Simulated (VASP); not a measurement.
The system is Ga2O.

```
Ga O
1.0
     5.01631    0.00000    0.00000
    -2.50816    4.34425    0.00000
     0.00000    0.00000    2.23235
Ga O
2 1
Direct
  0.33333 0.66667 0.00000
  0.66667 0.33333 0.00000
  0.00000 0.00000 0.00000
```

The cell was built from a structure type or drawn by symmetry, and may not be a known phase.

* Program: VASP 6.6.1
* Task: relaxation of cell and atoms
* Functional: PBE
* Potentials or basis: VASP PAW PBE potentials, release 64 (Ga_d, O)
* Cutoff: 600 eV
* k mesh: 6 × 6 × 8
* Occupations: gaussian, width 0.1 eV
* Spin: no spin polarisation

At the start: pressure 1.3 GPa; volume 16.22 Å³/atom.

**Question.** Where does the relaxation end?

**Answer.** Over 9 steps the energy falls by 391.9 meV/atom and the volume is 15.34 Å³/atom (-5.4 %); space group P6/mmm (No. 191, to 0.1 Å) before and after.

Step by step:
```tsv
step	energy change (eV)	largest force (eV/Å)	pressure (GPa)	volume (Å³)
1	0.0000	0.0000	1.33	48.65
2	-0.7751	0.0000	-5.20	49.07
3	-0.9776	0.0000	-5.97	48.91
4	-1.1583	0.0000	-2.34	47.96
5	-1.1515	0.0000	-3.19	48.17
6	-1.1570	0.0000	-2.80	48.07
7	-1.1709	0.0000	1.01	45.65
8	-1.1736	0.0000	-0.19	46.31
9	-1.1757	0.0000	0.01	46.03
```

Final structure:
```yaml
crystal:
  lattice:
    - [4.30213, 0.00000, 0.00000]
    - [-2.15107, 3.72575, 0.00000]
    - [0.00000, 0.00000, 2.87190]
  atoms:
    - { symbol: Ga, position: [0.33333, 0.66667, 0.00000] }
    - { symbol: Ga, position: [0.66667, 0.33333, 0.00000] }
    - { symbol: O, position: [0.00000, 0.00000, 0.00000] }
```

Caveat: a cell axis changed by over 15 % at a fixed basis, so the end point is rough.
